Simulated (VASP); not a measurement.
Wanted: the native input for a VASP 6.6.1 run.

* Task: single point
* Functional: PBEsol
* Potentials or basis: VASP PAW PBE potentials, release 64 (Al, O)
* Cutoff: 520 eV
* k mesh: 6 × 6 × 6
* Occupations: gaussian, width 0.02 eV
* Spin: no spin polarisation
* Dipole correction: no
* Further INCAR settings: ALGO = Normal; EDIFF = 1e-06; NBANDS = 35

The structure of Al2O3 lies in POSCAR:

```
Al2O3
1.0
    2.3869305898      1.3780950186      4.3382851415
   -2.3869305898      1.3780950186      4.3382851415
    0.0000000000     -2.7561900372      4.3382851415
Al O
4 6
Direct
    0.1479209717      0.1479209717      0.1479209717
    0.3520790283      0.3520790283      0.3520790283
    0.6479209717      0.6479209717      0.6479209717
    0.8520790283      0.8520790283      0.8520790283
    0.9441401455      0.5558598545      0.2500000000
    0.4441401455      0.7500000000      0.0558598545
    0.5558598545      0.2500000000      0.9441401455
    0.2500000000      0.9441401455      0.5558598545
    0.7500000000      0.0558598545      0.4441401455
    0.0558598545      0.4441401455      0.7500000000
```

The input as run:

INCAR

```
  ALGO = Normal
  EDIFF = 1E-6
  ENCUT = 520
  GGA = PS
  ISIF = 2
  ISMEAR = 0
  LASPH = T
  LCHARG = F
  LREAL = F
  LWAVE = F
  NBANDS = 35
  NELM = 100
  PREC = Accurate
  SIGMA = 0.02
```

KPOINTS

```
k-points
0
Gamma
  6 6 6
```

Potentials or basis: VASP PAW PBE potentials, release 64 (Al, O).

Command:

```sh
$ cat potpaw_PBE.64/Al/POTCAR potpaw_PBE.64/O/POTCAR > POTCAR
$ mpirun -np 1 vasp_std > vasp.out
```

Results of the run:

```json
{"Pressure": "0.1 GPa", "Largest force": "0.005 eV/Å", "Band gap on the k mesh": "6.04 eV"}
```

Caveat: the PAW data sets were made with another functional, which shifts forces and pressure a little.

It took 65 s on 1 thread of Intel(R) Xeon(R) Platinum 8488C (Sapphire Rapids), on a shared host, peak memory 0.25 GiB.
